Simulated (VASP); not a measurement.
Set up this calculation in VASP 6.6.1, as the native input.

```
Task                   : single point
Functional             : r2SCAN
Potentials or basis    : VASP PAW PBE potentials, release 64 (Mg_sv, O)
Cutoff                 : 750 eV
k mesh                 : 12 × 12 × 6
Occupations            : gaussian, width 0.01 eV
Spin                   : no spin polarisation
Dipole correction      : no
Mended                 : yes
Further INCAR settings : ALGO = Normal; EDIFF = 1e-06; NBANDS = 24
```

MgO:

```xyz
4
Lattice="2.9695 0.0000 0.0000 -1.4848 2.5717 0.0000 0.0000 0.0000 5.0921" Properties=species:S:1:pos:R:3 pbc="T T T"
Mg    0.0000    0.0000    0.0000
Mg    0.0000    0.0000    2.5461
O     0.0000    1.7145    1.2730
O     1.4848    0.8572    3.8191
```

This cell differs from its parent crystal: biaxial xy strain +1.6%.

These files were run (other wordings do the same):

POSCAR

```
MgO
1.0
    2.9695318757      0.0000000000      0.0000000000
   -1.4847659378      2.5716900417      0.0000000000
    0.0000000000      0.0000000000      5.0921016473
Mg O
2 2
Direct
    0.0000000000      0.0000000000      0.0000000000
    0.0000000000      0.0000000000      0.5000000000
    0.3333333333      0.6666666667      0.2500000000
    0.6666666667      0.3333333333      0.7500000000
```

INCAR.step1

```
ALGO = Normal ; EDIFF = 1E-5
ENCUT = 750 ; GGA = PE
GGA_COMPAT = F ; ISMEAR = 0
LASPH = T ; LCHARG = F
LREAL = F ; LWAVE = T
NBANDS = 24 ; NELM = 120
PREC = Accurate ; SIGMA = 0.01
```

INCAR.step2

```
ALGO = Normal ; EDIFF = 1E-6
ENCUT = 750 ; GGA_COMPAT = F
ISIF = 2 ; ISMEAR = 0
ISTART = 1 ; LASPH = T
LCHARG = F ; LMIXTAU = T
LREAL = F ; LWAVE = F
METAGGA = R2SCAN ; NBANDS = 24
NELM = 120 ; PREC = Accurate
SIGMA = 0.01
```

KPOINTS

```
k-points
0
Gamma
  12 12 6
```

Potentials or basis: VASP PAW PBE potentials, release 64 (Mg_sv, O).

Launch:

```sh
$ cat potpaw_PBE.64/Mg_sv/POTCAR potpaw_PBE.64/O/POTCAR > POTCAR
$ cp INCAR.step1 INCAR
$ mpirun -np 1 vasp_std > vasp.out
$ cp INCAR.step2 INCAR
$ mpirun -np 1 vasp_std > vasp.out
```

Results of the run:

The pressure is -4.7 GPa. The band gap on the k mesh is 5.14 eV.

Caveat: the cell differs from its parent crystal (biaxial xy strain +1.6%); the cell stands under tension; the PAW data sets were made with another functional, which shifts forces and pressure a little.

Run time: 5 min on 1 thread of AMD EPYC 7R13 Processor (Zen 3) (shared host), peak memory 0.22 GiB.
